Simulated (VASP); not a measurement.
## Pd: single point with PBE

Pd:

```
CELL_PARAMETERS angstrom
0.00000 2.10049 1.94490
2.10049 0.00000 1.94490
2.10049 2.10049 0.00000
ATOMIC_POSITIONS crystal
Pd 0.00000 0.00000 0.00000
```

This cell differs from its parent crystal: strain +0.080 along x and y, +0.000 along z.

```yaml
Program: VASP 6.6.1
Task: single point
Functional: PBE
Potentials_or_basis: VASP PAW PBE potentials, release 64 (Pd)
Cutoff: 520 eV
k_mesh: 20 × 20 × 20
Occupations: gaussian, width 0.15 eV
Spin: no spin polarisation
Dipole_correction: no
Further_INCAR_settings: ALGO = Fast; EDIFF = 1e-06; NBANDS = 11
```

| Property | Result |
| --- | --- |
| Pressure | -13.8 GPa |
| Band gap on the k mesh | zero (bands 5 and 6 overlap by 1.39 eV) |

Stress tensor (GPa, compression positive):
```
-14.34   0.00   0.00
  0.00 -14.34   0.00
  0.00   0.00 -12.80
```

Levels at points of the mesh, in eV from the Fermi level:
```
           k point  band 3  band 4  band 5  band 6  band 7  band 8
(0.00, 0.00, 0.00)   -2.38   -1.84   -1.26   -0.72   17.11   20.50
(0.50, 0.00, 0.00)   -1.96   -0.17    0.10    1.36    6.25   16.13
(0.50, 0.50, 0.00)   -0.05    0.22    0.22    4.33   10.61   11.50
(0.50, 0.00, 0.50)   -0.09    0.02    0.36    2.95    8.70   12.77
```

It took 73 s on 1 thread of AMD EPYC 9R45 96-Core Processor (Zen 5), on a shared host, peak memory 0.21 GiB.

Caveat: the cell differs from its parent crystal (strain +0.080 along x and y, +0.000 along z); the cell stands under tension.
